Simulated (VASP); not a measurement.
# CdSe (Cadmoselite): single point with PBEsol

The system is CdSe (Cadmoselite).

```xyz
4
Lattice="4.3285 0.0000 0.0000 -2.1642 3.7486 0.0000 0.0000 0.0000 7.0665" Properties=species:S:1:pos:R:3 pbc="T T T"
Cd    2.1642    1.2495    3.5332
Cd    0.0000    2.4990    0.0000
Se    2.1642    1.2495    6.2538
Se    0.0000    2.4990    2.7206
```

This cell differs from its parent crystal: volume scaled by 1.02.

```
Program             : VASP 6.6.1
Task                : single point
Functional          : PBEsol
Potentials or basis : VASP PAW PBE potentials, release 64 (Cd, Se)
Cutoff              : 520 eV
k mesh              : 7 × 7 × 4
Occupations         : fermi-dirac, width 0.05 eV
Spin                : no spin polarisation
```

The pressure is -0.5 GPa. The largest force is 0.254 eV/Å and the band gap on the k mesh is 0.54 eV, direct.

Forces on the atoms (eV/Å):
```
Cd   0.000  0.000  0.254
Cd   0.000  0.000  0.254
Se   0.000  0.000 -0.254
Se   0.000  0.000 -0.254
```

Stress tensor (GPa, compression positive):
```
 0.03  0.00  0.00
 0.00  0.03  0.00
 0.00  0.00 -1.63
```

Levels at points of the mesh, in eV from the valence-band top:
| k point | band 14 | band 15 | band 16 | band 17 | band 18 | band 19 | band 20 | band 21 | band 22 | band 23 |
| --- | --- | --- | --- | --- | --- | --- | --- | --- | --- | --- |
| (0.00, 0.00, 0.00) | -0.70 | -0.70 | -0.01 | 0.00 | 0.00 | 0.54 | 1.99 | 5.80 | 5.80 | 6.05 |
| (0.00, 0.00, 0.50) | -2.56 | -0.37 | -0.37 | -0.37 | -0.37 | 2.20 | 2.20 | 5.70 | 5.70 | 6.17 |

Run time: 52 s on 1 thread of Intel(R) Xeon(R) Platinum 8259CL CPU @ 2.50GHz (Skylake/Cascade Lake), with other jobs on the host, peak memory 0.25 GiB.

Caveat: the PAW data sets were made with another functional, which shifts forces and pressure a little.
